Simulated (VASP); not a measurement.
Write the native input for VASP 6.6.1 that does the following.

| Property | Result |
| --- | --- |
| Task | relaxation of cell and atoms |
| Functional | BLYP |
| Dispersion | D4 |
| Potentials or basis | VASP PAW PBE potentials, release 64 (W_sv, S) |
| Cutoff | 600 eV |
| k mesh | 10 × 10 × 2 |
| Occupations | fermi-dirac, width 0.05 eV |
| Spin | no spin polarisation |
| Dipole correction | no |
| Further INCAR settings | ALGO = Normal; EDIFF = 1e-07; IBRION = 2; EDIFFG = -0.01; NSW = 60; ISIF = 3 |

The structure of WS2 lies in POSCAR:

```
WS2
1.0
    3.1835163552      0.0000000000      0.0000000000
   -1.5917581776      2.7570060369      0.0000000000
    0.0000000000      0.0000000000     16.9505778900
W S
1 2
Direct
    0.0000000000      0.0000000000      0.0000000000
    0.3333333333      0.6666666667      0.0920005100
    0.3333333333      0.6666666667      0.9079994900
```

One way to write it, as run:

INCAR

```
SYSTEM = WS2
PREC = Accurate ; ENCUT = 600
EDIFF = 1E-7 ; ISMEAR = -1
SIGMA = 0.05 ; LREAL = .FALSE.
LASPH = .TRUE. ; NELM = 100
ALGO = Normal ; ISIF = 3
LWAVE = .FALSE. ; LCHARG = .FALSE.
GGA = B5 ; ALDAX = 1.0
AGGAX = 1.0 ; AGGAC = 1.0
ALDAC = 0.0 ; IVDW = 13
VDW_S6 = 1.0 ; VDW_S8 = 2.34076671
VDW_A1 = 0.44488865 ; VDW_A2 = 4.0933009
IBRION = 2 ; NSW = 60
EDIFFG = -0.01
```

KPOINTS

```
regular mesh
0
G
  10 10 2
  0 0 0
```

Potentials or basis: VASP PAW PBE potentials, release 64 (W_sv, S).

The run is started by

```bash
$ cat potpaw_PBE.64/W_sv/POTCAR potpaw_PBE.64/S/POTCAR > POTCAR
$ mpirun -np 1 vasp_std > vasp.out
```

It gave:

```yaml
Relaxed_cell: a = 3.202 Å, b = 3.202 Å, c = 17.089 Å, α = 90.00°, β = 90.00°, γ = 120.00°
Space_group_after_relaxing_to_0.1_Å: P-6m2 (No. 187)
Energy_gained_by_relaxing: 6.0 meV/atom
Ionic_steps: 4
Largest_force_after_relaxing: 0.004 eV/Å
Band_gap_on_the_k_mesh: 2.02 eV (least direct gap 2.12 eV)
Dispersion_energy_per_atom: -0.647 eV
```

Caveat: the PAW data sets were made with another functional, which shifts forces and pressure a little; spin-orbit coupling is left out, which moves the levels of the heavy elements.

Wall time 20 min on 1 thread of Intel Xeon 8259CL, with other jobs on the host, peak memory 0.39 GiB.
